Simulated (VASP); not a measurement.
# MgO (Fm-3m) in VASP: notebook

The runs below take MgO through vibrations by perturbation theory, with LDA.

All numbers are computed with VASP 6.6.1; they aren't measurements. Logs are shortened: lines on timing, memory, paths and dates and some standing lists are left out, and cuts for length are marked.

## (1) The cell of the first run

Symmetry: Fm-3m, No. 225, cubic system. The conventional cell has a = 4.057 Å, b = 4.057 Å, c = 4.057 Å, α = 90.00°, β = 90.00°, γ = 90.00°. Within 2.7 Å of Mg (site symmetry m-3m) lie 6 O at 2.03 Å. O (site symmetry m-3m) has 6 Mg at 2.03 Å within 2.7 Å.

## (2) Vibrations by perturbation theory, LDA

File INCAR:

```
SYSTEM = MgO
PREC = Accurate
ENCUT = 520
EDIFF = 1E-8
ISMEAR = 0
SIGMA = 0.01
LREAL = .FALSE.
LASPH = .TRUE.
NELM = 60
ALGO = Normal
ISIF = 2
LWAVE = .FALSE.
LCHARG = .TRUE.
GGA = CA
NBANDS = 11
IBRION = 8
NSW = 1
```

File KPOINTS:

```
Automatic mesh
0
G
  10 10 10
  0 0 0
```

File POSCAR:

```
MgO
1.0
    2.0285805629      2.0285805629      0.0000000000
   -2.0285805629      2.0285805629      0.0000000000
    0.0000000000      2.0285805629      2.0285805629
Mg O
1 1
Direct
    0.0000000000      0.0000000000      0.0000000000
    0.5000000000      0.5000000000      0.0000000000
```

Potentials or basis: VASP PAW LDA potentials, release 64 (Mg, O).

Launch:

```
$ cat potpaw_LDA.64/Mg/POTCAR potpaw_LDA.64/O/POTCAR > POTCAR
$ mpirun -np 1 vasp_std > vasp.out
```

OUTCAR:

```text
SYSTEM = MgO
   PREC = Accurate
   ENCUT = 520
   EDIFF = 1E-8
   ISMEAR = 0
   LREAL = .FALSE.
   LASPH = .TRUE.
   NELM = 60
   ISIF = 2
   GGA = CA
   IBRION = 8
   NSW = 1

 ion  position               nearest neighbor table
   1  0.000  0.000  0.000-   2 2.03   2 2.03   2 2.03   2 2.03   2 2.03   2 2.03
   2  0.500  0.500  0.000-   1 2.03   1 2.03   1 2.03   1 2.03   1 2.03   1 2.03

  LATTYP: Found a face centered cubic cell.
 ALAT       =     4.0571611258

  Lattice vectors:

 A1 = (   0.0000000000,   2.0285805629,   2.0285805629)
 A2 = (   2.0285805629,   0.0000000000,   2.0285805629)
 A3 = (   2.0285805629,   2.0285805629,   0.0000000000)

Analysis of symmetry for initial positions (statically):
=====================================================================
 Subroutine PRICEL returns:
 Original cell was already a primitive cell.

 Routine SETGRP: Setting up the symmetry group for a
 face centered cubic supercell.

 Subroutine GETGRP returns: Found 48 space group operations
 (whereof 48 operations were pure point group operations)
 out of a pool of 48 trial point group operations.

The static configuration has the point symmetry O_h .

Analysis of symmetry for dynamics (positions and initial velocities):
=====================================================================
 Subroutine PRICEL returns:
 Original cell was already a primitive cell.

 Routine SETGRP: Setting up the symmetry group for a
 face centered cubic supercell.

 Subroutine GETGRP returns: Found 48 space group operations
 (whereof 48 operations were pure point group operations)
 out of a pool of 48 trial point group operations.

The dynamic configuration has the point symmetry O_h .

 Subroutine INISYM returns: Found 48 space group operations
 (whereof 48 operations are pure point group operations),
 and found     1 'primitive' translations

----------------------------------------------------------------------------------------

                                     Primitive cell

  volume of cell :      16.6958

  direct lattice vectors                    reciprocal lattice vectors
     2.028580563  2.028580563  0.000000000     0.246477763  0.246477763 -0.246477763
    -2.028580563  2.028580563  0.000000000    -0.246477763  0.246477763 -0.246477763
     0.000000000  2.028580563  2.028580563     0.000000000  0.000000000  0.492955527

  length of vectors
     2.868846144  2.868846144  2.868846144     0.426912009  0.426912009  0.492955527

  position of ions in fractional coordinates (direct lattice)
     0.000000000  0.000000000  0.000000000
     0.500000000  0.500000000  0.000000000

  ion indices of the primitive-cell ions
   primitive index   ion index
                 1           1
                 2           2

----------------------------------------------------------------------------------------

 KPOINTS: Automatic mesh

Automatic generation of k-mesh.
 Grid dimensions read from file:
 generate k-points for:   10   10   10

 Generating k-lattice:

  Cartesian coordinates                     Fractional coordinates (reciprocal lattice)
     0.024647776  0.024647776 -0.024647776     0.100000000  0.000000000  0.000000000
    -0.024647776  0.024647776 -0.024647776     0.000000000  0.100000000  0.000000000
     0.000000000  0.000000000  0.049295553     0.000000000  0.000000000  0.100000000

[... 85 lines left out ...]
   LEPSILON=     F    determine dielectric tensor
   LRPA    =     F    only Hartree local field effects (RPA)
 non-spin polarized calculation
 Gauss-broadening in eV      SIGMA  =   0.01
  energy-cutoff  :      520.00
  volume of cell :       16.70
 maximum number of plane-waves:       464
 NGX is ok and might be reduce to    24
   NGX = 11   NGY = 11   NGZ = 11

--------------------------------------- Ionic step        1  -------------------------------------------

 number of electron       7.9999998 magnetization

 Free energy of the ion-electron system (eV)
  ---------------------------------------------------
  ext. energy  EPLUGINS =         0.00000000
  ---------------------------------------------------
  free energy    TOTEN  =       -13.39996910 eV

  energy without entropy =      -13.39996910  energy(sigma->0) =      -13.39996910

 E-fermi :   3.8692     XC(G=0): -12.1451

 val. band max:        3.7889768871   @ k =   0.0000   0.0000   0.0000
 cond. band min:       9.6230376240   @ k =   0.0000   0.0000   0.0000
 fundamental gap:      5.8340607370
 Fermi energy:         3.8692414658

 k-point     1 :       0.0000    0.0000    0.0000
  band No.  band energies     occupation
      1     -13.8430      2.00000
      2       3.7890      2.00000
      3       3.7890      2.00000
      4       3.7890      2.00000
      5       9.6230      0.00000
      6      19.9201      0.00000
      7      19.9201      0.00000
      8      19.9201      0.00000
      9      24.2501      0.00000
     10      26.0393      0.00000
     11      26.0393      0.00000
[... 309 lines left out ...]
 k-point    24 :       0.4000    0.3000    0.0000
  band No.  band energies     occupation
      1     -11.8823      2.00000
      2      -0.2606      2.00000
      3       0.7358      2.00000
      4       2.5643      2.00000
      5      14.3895      0.00000
      6      16.7755      0.00000
      7      17.3910      0.00000
      8      22.7792      0.00000
      9      23.6778      0.00000
     10      28.7748      0.00000
     11      32.7936      0.00000

 [... further k-points ...]

------------------------ aborting loop because EDIFF is reached ----------------------------------------

  FORCE on cell =-STRESS in cart. coord.  units (eV):
  Direction    XX          YY          ZZ          XY          YZ          ZX
  --------------------------------------------------------------------------------------
  -------------------------------------------------------------------------------------
  Total        1.3855323      1.3855323      1.3855323     -0.0000000      0.0000000     -0.0000000
  in kB      132.9598352    132.9598352    132.9598352     -0.0000000      0.0000000     -0.0000000
  external PRESSURE =     132.9598352 kB  Pullay stress =       0.0000000 kB

 VOLUME and BASIS-vectors are now :
 -----------------------------------------------------------------------------
  energy-cutoff  :      520.00
  volume of cell :       16.70
      direct lattice vectors                 reciprocal lattice vectors
     2.028580563  2.028580563  0.000000000     0.246477763  0.246477763 -0.246477763
    -2.028580563  2.028580563  0.000000000    -0.246477763  0.246477763 -0.246477763
     0.000000000  2.028580563  2.028580563     0.000000000  0.000000000  0.492955527

 POSITION                                       TOTAL-FORCE (eV/Angst)
 -----------------------------------------------------------------------------------
      0.00000      0.00000      0.00000        -0.000000     -0.000000      0.000000
      0.00000      2.02858      0.00000         0.000000      0.000000      0.000000
 -----------------------------------------------------------------------------------
    total drift:                                0.000000     -0.000000     -0.000000

  FREE ENERGIE OF THE ION-ELECTRON SYSTEM (eV)
  ---------------------------------------------------
  free  energy   TOTEN  =       -13.3999690987 eV

  energy  without entropy=      -13.3999690987  energy(sigma->0) =      -13.39996910

[... ionic steps 2 to 3 ...]

--------------------------------------- Ionic step        4  -------------------------------------------

------------------------ aborting loop because EDIFF is reached ----------------------------------------

[... ionic steps 5 to 6 ...]

--------------------------------------- Ionic step        7  -------------------------------------------

 Free energy of the ion-electron system (eV)
  ---------------------------------------------------
  ---------------------------------------------------
  free energy    TOTEN  =        -0.35218933 eV

  energy without entropy =       -0.35218933

------------------------ aborting loop because EDIFF is reached ----------------------------------------

 INTERNAL STRAIN TENSOR  FOR ION    2  DIRECTION 1   (eV/Angst):
 -----------------------------------------------------------------------------
     0.00876  0.00000 -0.00000
     0.00000 -0.00762  0.00000
     0.00000  0.00000 -0.00762

 INTERNAL STRAIN TENSOR FOR ION    2 for displacements in x,y,z  (eV/Angst):
          X           Y           Z          XY          YZ          ZX
  --------------------------------------------------------------------------------
  x     0.00000     0.00000     0.00000     0.00000     0.00000     0.00000
  y     0.00000     0.00000     0.00000     0.00000     0.00000     0.00000
  z     0.00000     0.00000     0.00000     0.00000     0.00000     0.00000

 SECOND DERIVATIVES (NOT SYMMETRIZED)
 ------------------------------------
               1X          1Y          1Z          2X          2Y          2Z
  1X    -8.439673    0.000000   -0.000000    8.439673   -0.000000    0.000000
  1Y    -0.000000   -8.439673    0.000000    0.000000    8.439673   -0.000000
  1Z    -0.000000   -0.000000   -8.439673    0.000000    0.000000    8.439673
  2X     8.435526    0.000000    0.000000   -8.435526    0.000000    0.000000
  2Y     0.000000    8.435526    0.000000    0.000000   -8.435526    0.000000
  2Z     0.000000    0.000000    8.435526    0.000000    0.000000   -8.435526

 Eigenvectors and eigenvalues of the dynamical matrix
 ----------------------------------------------------

   1 f  =   14.619107 THz    91.854557 2PiTHz  487.640915 cm-1    60.459741 meV
             X         Y         Z           dx          dy          dz
      0.000000  0.000000  0.000000     0.630151    0.000000   -0.000000
      0.000000  2.028581  0.000000    -0.776472   -0.000000    0.000000
[... 21 lines left out ...]
   6 f/i=    0.001758 THz     0.011046 2PiTHz    0.058641 cm-1     0.007271 meV
             X         Y         Z           dx          dy          dz
      0.000000  0.000000  0.000000    -0.773573   -0.067033    0.000000
      0.000000  2.028581  0.000000    -0.627799   -0.054401    0.000000

--------------------------------------------------------------------------------------------------------

 ELASTIC MODULI CONTR FROM IONIC RELAXATION (kBar)
 Direction    XX          YY          ZZ          XY          YZ          ZX
 --------------------------------------------------------------------------------
 XX           0.0000      0.0000      0.0000      0.0000      0.0000      0.0000
 YY           0.0000      0.0000      0.0000      0.0000      0.0000      0.0000
 ZZ           0.0000      0.0000      0.0000      0.0000      0.0000      0.0000
 XY           0.0000      0.0000      0.0000      0.0000      0.0000      0.0000
 YZ           0.0000      0.0000      0.0000      0.0000      0.0000      0.0000
 ZX           0.0000      0.0000      0.0000      0.0000      0.0000      0.0000
 --------------------------------------------------------------------------------
```

It took 40 s on 1 thread of Intel Xeon Platinum 8259CL at 2.50GHz (Skylake/Cascade Lake), shared host; peak memory 0.18 GiB.

Results:

```
Highest phonon frequency at Γ, LO-TO splitting left out : 488 cm⁻¹
```

Phonon frequencies in cm⁻¹ (negative: imaginary):
```
              q point        frequencies
(0.000, 0.000, 0.000)  0 0 0 488 488 488
```

Caveat: the cell wasn't relaxed at this level first, which shifts response properties.

## (3) Vibrations by perturbation theory, LDA

This run uses another cell than the first one, of 8.66 Å³/atom, 1.038 times its volume.

File INCAR:

```
SYSTEM = MgO
PREC = Accurate
ENCUT = 520
EDIFF = 1E-8
ISMEAR = 0
SIGMA = 0.01
LREAL = .FALSE.
LASPH = .TRUE.
NELM = 80
ALGO = Normal
ISIF = 2
LWAVE = .FALSE.
LCHARG = .FALSE.
IBRION = 8
NSW = 1
```

KPOINTS is that of step 2.

File POSCAR:

```
MgO
1.0
    2.0537103659      2.0537103659      0.0000000000
   -2.0537103659      2.0537103659      0.0000000000
    0.0000000000      2.0537103659      2.0537103659
Mg O
1 1
Direct
    0.0000000000      0.0000000000      0.0000000000
    0.5000000000      0.5000000000      0.0000000000
```

Potentials or basis: VASP PAW LDA potentials, release 64 (Mg, O).

Launch:

```
$ cat potpaw_LDA.64/Mg/POTCAR potpaw_LDA.64/O/POTCAR > POTCAR
$ mpirun -np 1 vasp_std > vasp.out
```

OUTCAR:

```text
SYSTEM = MgO
   PREC = Accurate
   ENCUT = 520
   EDIFF = 1E-8
   ISMEAR = 0
   LREAL = .FALSE.
   LASPH = .TRUE.
   NELM = 80
   ISIF = 2
   IBRION = 8
   NSW = 1

 ion  position               nearest neighbor table
   1  0.000  0.000  0.000-   2 2.05   2 2.05   2 2.05   2 2.05   2 2.05   2 2.05
   2  0.500  0.500  0.000-   1 2.05   1 2.05   1 2.05   1 2.05   1 2.05   1 2.05

  LATTYP: Found a face centered cubic cell.
 ALAT       =     4.1074207318

  Lattice vectors:

 A1 = (   0.0000000000,   2.0537103659,   2.0537103659)
[... 519 lines left out ...]
               1X          1Y          1Z          2X          2Y          2Z
  1X    -7.217834    0.000000    0.000000    7.217834    0.000000    0.000000
  1Y     0.000000   -7.217834    0.000000    0.000000    7.217834    0.000000
  1Z     0.000000    0.000000   -7.217834    0.000000    0.000000    7.217834
  2X     7.195470   -0.000000    0.000000   -7.195470    0.000000   -0.000000
  2Y     0.000000    7.195470   -0.000000   -0.000000   -7.195470    0.000000
  2Z     0.000000   -0.000000    7.195470   -0.000000    0.000000   -7.195470

 Eigenvectors and eigenvalues of the dynamical matrix
 ----------------------------------------------------

   1 f  =   13.508896 THz    84.878895 2PiTHz  450.608259 cm-1    55.868279 meV
             X         Y         Z           dx          dy          dz
      0.000000  0.000000  0.000000    -0.000000    0.000000   -0.630648
      0.000000  2.053710  0.000000     0.000000   -0.000000    0.776069
[... 21 lines left out ...]
   6 f/i=    0.010259 THz     0.064459 2PiTHz    0.342202 cm-1     0.042428 meV
             X         Y         Z           dx          dy          dz
      0.000000  0.000000  0.000000     0.006013    0.223408   -0.743193
      0.000000  2.053710  0.000000     0.004886    0.181546   -0.603932

--------------------------------------------------------------------------------------------------------

 ELASTIC MODULI CONTR FROM IONIC RELAXATION (kBar)
 Direction    XX          YY          ZZ          XY          YZ          ZX
 --------------------------------------------------------------------------------
 XX           0.0000      0.0000      0.0000      0.0000      0.0000      0.0000
 YY           0.0000      0.0000      0.0000      0.0000      0.0000      0.0000
 ZZ           0.0000      0.0000      0.0000      0.0000      0.0000      0.0000
 XY           0.0000      0.0000      0.0000      0.0000      0.0000      0.0000
 YZ           0.0000      0.0000      0.0000      0.0000      0.0000      0.0000
 ZX           0.0000      0.0000      0.0000      0.0000      0.0000      0.0000
 --------------------------------------------------------------------------------
```

Run time: 33 s. Hardware: 1 thread of Intel Xeon Platinum 8259CL at 2.50GHz (Skylake/Cascade Lake), shared host; peak memory 0.17 GiB.

Results:

| Item | Value |
| --- | --- |
| Highest phonon frequency at Γ, LO-TO splitting left out | 451 cm⁻¹ |

Phonon frequencies in cm⁻¹ (negative: imaginary):
```csv
q point,frequencies
"(0.000, 0.000, 0.000)",0 0 0 451 451 451
```

Caveat: the cell wasn't relaxed at this level first, which shifts response properties.
